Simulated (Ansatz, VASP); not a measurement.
# W: VASP beside Ansatz

INCAR

```
SYSTEM = W
ALGO = Fast
EDIFF = 1E-6
ENCUT = 520
GGA = PS
ISIF = 2
ISMEAR = 0
LASPH = .True.
LCHARG = .False.
LREAL = .False.
LWAVE = .False.
NBANDS = 66
NELM = 80
PREC = Accurate
SIGMA = 0.15
```

The input KPOINTS:

```
k-points
0
Gamma
  8 8 8
  0 0 0
```

File POSCAR:

```
W
1.0
    5.0320434147      0.0000000000      0.0000000000
    0.0000000000      5.0320434147      0.0000000000
    0.0000000000      0.0000000000      5.0320434147
W
8
Direct
    0.0000000000      0.0000000000     -0.0397452851
    0.5000000000      0.5000000000      0.5000000000
    0.0000000000      0.5000000000      0.2500000000
    0.0000000000      0.5000000000      0.7500000000
    0.2500000000      0.0000000000      0.5000000000
    0.7500000000      0.0000000000      0.5000000000
    0.5000000000      0.7500000000      0.0000000000
    0.5000000000      0.2500000000      0.0000000000
```

Input for Ansatz:

```yaml
crystal:
  lattice:
    - [5.0320434147, 0.0, 0.0]
    - [0.0, 5.0320434147, 0.0]
    - [0.0, 0.0, 5.0320434147]
  atoms:
    - { symbol: W, position: [0.0, 0.0, -0.0397452851] }
    - { symbol: W, position: [0.5, 0.5, 0.5] }
    - { symbol: W, position: [0.0, 0.5, 0.25] }
    - { symbol: W, position: [0.0, 0.5, 0.75] }
    - { symbol: W, position: [0.25, 0.0, 0.5] }
    - { symbol: W, position: [0.75, 0.0, 0.5] }
    - { symbol: W, position: [0.5, 0.75, 0.0] }
    - { symbol: W, position: [0.5, 0.25, 0.0] }
basis:
  ecutwfc: 420
kpoints:
  mp_grid: { grid: [8, 8, 8] }
hamiltonian:
  xc: pbesol
scf:
  occupations: { method: gaussian, width: 0.15 }
output:
  forces: true
  stress: true
  eigenvalues: true
  write_density: true
  write_potential: true
  elf: true
  volumetric_format: npy
```

Alike in both runs: task single point; functional PBEsol; k mesh 8 × 8 × 8; occupations gaussian, width 0.15 eV; no spin polarisation.

|  | VASP | Ansatz |
| --- | --- | --- |
| version | VASP 6.6.1 | Ansatz 0.2.0 |
| potentials or method | VASP PAW PBE potentials, release 64 (W_sv), cutoff 520 eV | scalar-relativistic, plane waves, PAW |
| valence electrons in the cell | 112 | 112 |

Ansatz gave:

| Quantity | Value |
| --- | --- |
| gap on the k mesh at the Fermi level (eV) | none |
| pressure (GPa) | 1.3 |
| traceless stress, the component that is largest in VASP (GPa) | 0.59 |
| rms of the force components (eV/Å) | 0.862 |

Task: Estimate VASP's values.

Result: gap on the k mesh at the Fermi level (eV): none; pressure (GPa): 2.1; traceless stress, the component that is largest in VASP (GPa): 0.61; rms of the force components (eV/Å): 0.872.

VASP's potentials were made for PBE, not for PBEsol. Atom by atom the forces differ by 0.010 eV/Å (rms over components). A gap of «none» marks a metal or a gap that the smearing closes.

Spin-orbit coupling is off throughout.
